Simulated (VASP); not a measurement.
A run of VASP 6.6.1 is set up as follows.

The input INCAR:

```
SYSTEM = Ba
  PREC = Accurate
  ENCUT = 520
  EDIFF = 1E-6
  ISMEAR = 0
  SIGMA = 0.15
  LREAL = .FALSE.
  LASPH = .TRUE.
  NELM = 80
  ALGO = Normal
  ISIF = 2
  LWAVE = .FALSE.
  LCHARG = .FALSE.
  NBANDS = 11
```

File KPOINTS:

```
regular mesh
0
G
  12 12 12
  0 0 0
```

POSCAR

```
Ba
1.0
    3.8001860143      0.0000000000      0.0000000000
    0.0000000000      3.8001860143      0.0000000000
    0.0000000000      0.0000000000      3.8001860143
Ba
1
Direct
    0.0000000000      0.0000000000      0.0000000000
```

Potentials or basis: VASP PAW LDA potentials, release 64 (Ba_sv).

Launch:

```bash
$ cat potpaw_LDA.64/Ba_sv/POTCAR > POTCAR
$ mpirun -np 1 vasp_std > vasp.out
```

Problem. What does it give for the band gap on the k mesh?

Solution. Zero (bands 5 and 6 overlap by 0.32 eV).

Problem. Predict the pressure.

Solution. -0.4 GPa.

Caveat: the cell differs from its parent crystal (strain -0.030 along x and y, -0.030 along z); spin-orbit coupling is left out, which moves the levels of the heavy elements.
